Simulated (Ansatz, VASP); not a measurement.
# Two plane-wave programs on SnO2

```
Sn O
1.0
     1.75368   -4.24353    0.00000
     1.75368    4.24353    0.00000
     0.00000    0.00000    3.45488
Sn O
1 2
Direct
  0.50000 0.50000 0.00000
  0.08953 0.91047 0.50000
  0.91047 0.08953 0.50000
```

Change from the starting cell: species swapped into the CsO2 type (Cmmm, No. 65).

Alike in both runs: functional PBE; k mesh 4 × 4 × 4; occupations gaussian, width 0.15 eV; no spin polarisation.

Ansatz relaxed the structure, and its values are those at the end. VASP's run is a single point on that final structure, the one shown.

|  | VASP | Ansatz |
| --- | --- | --- |
| version | VASP 6.6.1 | Ansatz 0.2.0 |
| potentials or method | VASP PAW PBE potentials, release 64 (Sn_d, O), cutoff 600 eV | scalar-relativistic, plane waves, PAW |
| valence electrons in the cell | 26 | 26 |

|  | VASP | Ansatz | Ansatz less VASP |
| --- | --- | --- | --- |
| gap on the k mesh at the Fermi level (eV) | 0.35 | 0.36 | +0.007 |
| least direct gap on the mesh (eV) | 0.81 | 0.81 | +0.006 |
| pressure (GPa) | 0.3 | 0.1 | -0.17 |
| rms of the force components (eV/Å) | 0.083 | 0.006 | -0.0777 |

The k mesh is coarse, so the values compare programs but aren't converged.
